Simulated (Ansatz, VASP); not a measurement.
## Mn: VASP beside Ansatz

```
CELL_PARAMETERS angstrom
0.00000 2.58040 2.58040
2.58040 0.00000 2.58040
2.58040 2.58040 0.00000
ATOMIC_POSITIONS crystal
Mn 0.12500 0.12500 0.12500
Mn 0.87500 0.87500 0.87500
```

Alike in both runs: task single point; functional RPBE; k mesh 12 × 12 × 12; occupations fermi-dirac, width 0.05 eV; collinear spin.

```csv
,VASP,Ansatz
version,VASP 6.6.1,Ansatz 0.2.0
potentials or method,"VASP PAW PBE potentials, release 64 (Mn_pv), cutoff 520 eV","plane waves (420 eV) with PAW, scalar-relativistic"
valence electrons in the cell,26,30
```

Ansatz gave:

| Item | Value |
| --- | --- |
| pressure (GPa) | 3.7 |
| net moment per atom (μB) | 0.00 |
| size of the moment on the site where the two differ most (μB) | 2.26 |

Task: Estimate VASP's values.

Result: Pressure (GPa): 4.1; net moment per atom (μB): 0.00; size of the moment on the site where the two differ most (μB): 2.45.

VASP's potentials were made for PBE, not for RPBE. Site moments also hang on the region over which each program counts them. VASP's potentials hold 26 valence electrons a cell and Ansatz's 30, so a difference there can come from the potentials and not from the codes.
